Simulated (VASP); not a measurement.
Wanted: the native input for a VASP 6.6.1 run.

```
Task                   : single point
Functional             : RPBE
Potentials or basis    : VASP PAW PBE potentials, release 64 (C)
Cutoff                 : 520 eV
k mesh                 : 13 × 13 × 13
Occupations            : fermi-dirac, width 0.05 eV
Spin                   : no spin polarisation
Dipole correction      : no
Further INCAR settings : ALGO = Normal; EDIFF = 1e-06; NBANDS = 11
```

The structure of C lies in POSCAR:

```
C
1.0
    0.0000000000      1.8409530801      1.8409530801
    1.8409530801      0.0000000000      1.8409530801
    1.8409530801      1.8409530801      0.0000000000
C
2
Direct
    0.5000000000      0.5000000000      0.5000000000
    0.7500000000      0.7500000000      0.7500000000
```

This cell differs from its parent crystal: volume scaled by 1.08.

These files were run (other wordings do the same):

INCAR

```
SYSTEM = C
PREC     = Accurate       ! precision mode
ENCUT    = 520            ! plane-wave cutoff, eV
EDIFF    = 1E-6           ! SCF threshold, eV
ISMEAR   = -1             ! smearing method
SIGMA    = 0.05           ! smearing width, eV
LREAL    = .FALSE.        ! projectors in reciprocal space
LASPH    = .TRUE.         ! aspherical terms in the spheres
NELM     = 100            ! most SCF steps
ALGO     = Normal         ! electronic algorithm
ISIF     = 2              ! what is computed and relaxed
LWAVE    = .FALSE.        ! write WAVECAR
LCHARG   = .FALSE.        ! write CHGCAR
GGA      = RP             ! functional
NBANDS   = 11             ! bands
```

KPOINTS

```
Automatic mesh
0
G
  13 13 13
  0 0 0
```

Potentials or basis: VASP PAW PBE potentials, release 64 (C).

Launch:

```bash
$ cat potpaw_PBE.64/C/POTCAR > POTCAR
$ mpirun -np 1 vasp_std > vasp.out
```

Results of the run:

The pressure is -27.6 GPa and the band gap on the k mesh is 3.95 eV, indirect (least direct gap 5.34 eV).

Caveat: the PAW data sets were made with another functional, which shifts forces and pressure a little.

It took 13 s on 1 thread of AMD EPYC 7R13 (shared host), peak memory 0.09 GiB.
